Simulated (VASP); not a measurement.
A run of VASP 6.6.1 is set up as follows.

The input INCAR:

```
PREC     = Accurate       # precision mode
ENCUT    = 520            # plane-wave cutoff, eV
EDIFF    = 1E-6           # SCF threshold, eV
ISMEAR   = -1             # smearing method
SIGMA    = 0.05           # smearing width, eV
LREAL    = False          # projectors in reciprocal space
LASPH    = True           # aspherical terms in the spheres
NELM     = 80             # most SCF steps
ALGO     = Normal         # electronic algorithm
ISIF     = 2              # what is computed and relaxed
LWAVE    = False          # write WAVECAR
LCHARG   = False          # write CHGCAR
NBANDS   = 18             # bands
```

The input KPOINTS:

```
Automatic mesh
0
Gamma
  13 13 7
```

File POSCAR:

```
La
1.0
    3.5777324938      0.0000000000      0.0000000000
   -1.7888662469      3.0984072276      0.0000000000
    0.0000000000      0.0000000000      5.9018088352
La
2
Direct
    0.3333333333      0.6666666667      0.2500000000
    0.6666666667      0.3333333333      0.7500000000
```

Potentials or basis: VASP PAW LDA potentials, release 64 (La).

Launch:

```bash
$ cat potpaw_LDA.64/La/POTCAR > POTCAR
$ mpirun -np 1 vasp_std > vasp.out
```

Question: Predict the pressure.

Answer: -0.1 GPa.

Question: What does it give for the band gap on the k mesh?

Answer: Zero (band 11 reaches 9.91 eV, above the bottom of band 12 at 8.49 eV).

Caveat: spin-orbit coupling is left out, which moves the levels of the heavy elements.
